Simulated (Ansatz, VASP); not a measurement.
One calculation of SnSe, two programs

The input INCAR:

```
SYSTEM = SnSe
PREC = Accurate
ENCUT = 520
EDIFF = 1E-7
ISMEAR = 0
SIGMA = 0.05
LREAL = .FALSE.
LASPH = .TRUE.
NELM = 80
ALGO = Normal
ISIF = 2
LWAVE = .FALSE.
LCHARG = .FALSE.
GGA = CA
NBANDS = 28
```

File KPOINTS:

```
Automatic mesh
0
G
  6 6 4
  0 0 0
```

POSCAR

```
SnSe
1.0
    4.2853274191      0.0000000000      0.0000000000
    0.0000000000      4.2853274191      0.0000000000
    0.0000000000      0.0000000000     10.9906921300
Sn Se
2 2
Direct
    0.5000000000      0.0000000000      0.3722291100
    0.0000000000      0.5000000000      0.6277708900
    0.5000000000      0.0000000000      0.6080782079
    0.0000000000      0.5000000000      0.3759992279
```

Input for Ansatz:

```yaml
crystal:
  lattice:
    - [4.2853274191, 0.0, 0.0]
    - [0.0, 4.2853274191, 0.0]
    - [0.0, 0.0, 10.99069213]
  atoms:
    - { symbol: Sn, position: [0.5, 0.0, 0.37222911] }
    - { symbol: Sn, position: [0.0, 0.5, 0.62777089] }
    - { symbol: Se, position: [0.5, 0.0, 0.6080782079] }
    - { symbol: Se, position: [0.0, 0.5, 0.3759992279] }
basis:
  ecutwfc: 420
kpoints:
  mp_grid: { grid: [6, 6, 4] }
hamiltonian:
  xc: lda
scf:
  occupations: { method: gaussian, width: 0.05 }
output:
  forces: true
  stress: true
  eigenvalues: true
```

Change from the starting cell: all Se atoms moved +0.087 Å, as atom 3 towards its neighbour atom 1 (Sn) at 2.680 Å.

Alike in both runs: task single point; functional LDA; k mesh 6 × 6 × 4; occupations gaussian, width 0.05 eV; no spin polarisation.

|  | VASP | Ansatz |
| --- | --- | --- |
| version | VASP 6.6.1 | Ansatz 0.2.0 |
| potentials or method | VASP PAW LDA potentials, release 64 (Sn_d, Se), cutoff 520 eV | scalar-relativistic, plane waves, PAW |
| valence electrons in the cell | 40 | 60 |

```csv
,VASP,Ansatz,Ansatz less VASP
gap on the k mesh at the Fermi level (eV),1.39,1.40,+0.011
least direct gap on the mesh (eV),1.40,1.40,+0.008
rms of the force components (eV/Å),0.344,0.343,-0.0010
```

LDA's correlation is that of Perdew and Zunger in VASP and of Perdew and Wang (1992) in Ansatz. Atom by atom the forces differ by 0.013 eV/Å (rms over components). VASP's potentials hold 40 valence electrons a cell and Ansatz's 60, so a difference there can come from the potentials and not from the codes.
